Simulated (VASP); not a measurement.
Here is a VASP 6.6.1 calculation.

The input INCAR:

```
PREC = Accurate
ENCUT = 600
EDIFF = 1E-6
ISMEAR = 0
SIGMA = 0.1
LREAL = F
LASPH = T
NELM = 80
ALGO = Normal
ISIF = 3
LWAVE = F
LCHARG = F
GGA = PE
IBRION = 2
NSW = 100
EDIFFG = -0.01
```

Contents of KPOINTS:

```
Automatic mesh
0
Gamma
  12 12 12
```

POSCAR

```
AsIr
1.0
    0.0000000000      3.1816668054      3.1816668054
    3.1816668054      0.0000000000      3.1816668054
    3.1816668054      3.1816668054      0.0000000000
As Ir
2 2
Direct
    0.5000000000      0.5000000000      0.5000000000
    0.7500000000      0.7500000000      0.7500000000
    0.0000000000      0.0000000000      0.0000000000
    0.2500000000      0.2500000000      0.2500000000
```

Potentials or basis: VASP PAW PBE potentials, release 64 (As, Ir).

Launch:

```console
$ cat potpaw_PBE.64/As/POTCAR potpaw_PBE.64/Ir/POTCAR > POTCAR
$ mpirun -np 1 vasp_std > vasp.out
```

Q: What does it give for the band gap on the k mesh?

A: Zero (band 14 reaches 9.31 eV, above the bottom of band 15 at 8.13 eV).

Q: Estimate the space group after relaxing (to 0.05 Å).

A: Fd-3m (No. 227).

Final structure:
```
CELL_PARAMETERS angstrom
0.00000 3.18244 3.18244
3.18244 0.00000 3.18244
3.18244 3.18244 0.00000
ATOMIC_POSITIONS crystal
As 0.50000 0.50000 0.50000
As 0.75000 0.75000 0.75000
Ir 0.00000 0.00000 0.00000
Ir 0.25000 0.25000 0.25000
```

Caveat: spin-orbit coupling is left out, which moves the levels of the heavy elements.
